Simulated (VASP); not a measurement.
Crystal: CdS (Hawleyite).

```
Cd S
1.0
     0.00000    2.85696    2.85696
     2.85696    0.00000    2.85696
     2.85696    2.85696    0.00000
Cd S
1 1
Direct
  0.00000 0.00000 0.00000
  0.75000 0.75000 0.75000
```

Base run:

| Quantity | Value |
| --- | --- |
| Program | VASP 6.6.1 |
| Functional | RPBE |
| Potentials or basis | VASP PAW PBE potentials, release 64 (Cd, S) |
| Cutoff | 520 eV |
| k mesh | 8 × 8 × 8 |
| Occupations | fermi-dirac, width 0.05 eV |
| Spin | no spin polarisation |

Its results: band gap on the k mesh 1.46 eV, direct; pressure 10.4 GPa.

**Question.** The run is repeated on the same cell with these changes: functional from RPBE to r2SCAN. What comes out?

**Answer.** Band gap on the k mesh 1.73 eV, direct; pressure 6.7 GPa.

r2SCAN gives the wider gap, since meta-GGAs in the generalised Kohn-Sham scheme recover part of the derivative discontinuity.

Caveats: the PAW data sets were made with another functional, which shifts forces and pressure a little.

